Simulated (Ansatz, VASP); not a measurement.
# Two plane-wave programs on Zn

INCAR

```
  ALGO = Normal
  EDIFF = 1E-7
  EDIFFG = -0.005
  ENCUT = 500
  GGA = PE
  GGA_COMPAT = False
  IBRION = 2
  ISIF = 3
  ISMEAR = 0
  LASPH = True
  LCHARG = False
  LREAL = False
  LWAVE = False
  NELM = 120
  NELMIN = 4
  NSW = 100
  PREC = Accurate
  SIGMA = 0.1
```

File KPOINTS:

```
k-points
0
Gamma
  18 18 18
```

POSCAR

```
Zn
1.0
   -1.5949620261      1.5949620261      1.5949620261
    1.5949620261     -1.5949620261      1.5949620261
    1.5949620261      1.5949620261     -1.5949620261
Zn
1
Direct
    0.0000000000      0.0000000000      0.0000000000
```

Input for Ansatz:

```yaml
crystal:
  lattice:
    - [-1.5949620261, 1.5949620261, 1.5949620261]
    - [1.5949620261, -1.5949620261, 1.5949620261]
    - [1.5949620261, 1.5949620261, -1.5949620261]
  atoms:
    - { symbol: Zn, position: [0.0, 0.0, 0.0] }
basis:
  ecutwfc: 420
kpoints:
  mp_grid: { grid: [18, 18, 18] }
hamiltonian:
  xc: pbe
scf:
  occupations: { method: gaussian, width: 0.1 }
output:
  forces: true
  stress: true
  eigenvalues: true
relax:
  adjacent_minimum: "off"
  f_tol: 0.005
  max_steps: 80
  cell: { stress_tol: 0.05 }
```

Alike in both runs: task relaxation of cell and atoms; functional PBE; k mesh 18 × 18 × 18; occupations gaussian, width 0.1 eV; no spin polarisation.

```csv
,VASP,Ansatz
version,VASP 6.6.1,Ansatz 0.2.0
potentials or method,"VASP PAW PBE potentials, release 64 (Zn), cutoff 500 eV","scalar-relativistic, plane waves, PAW"
valence electrons in the cell,12,12
```

```tsv
	VASP	Ansatz	Ansatz less VASP
gap on the k mesh at the Fermi level, each at its own relaxed structure (eV)	none	none	-
relaxed volume (Å³/atom)	15.43	15.36	-0.070
relaxed cell length with the largest relative difference (Å)	2.716	2.712	-0.0041
```

A gap of «none» marks a metal or a gap that the smearing closes.
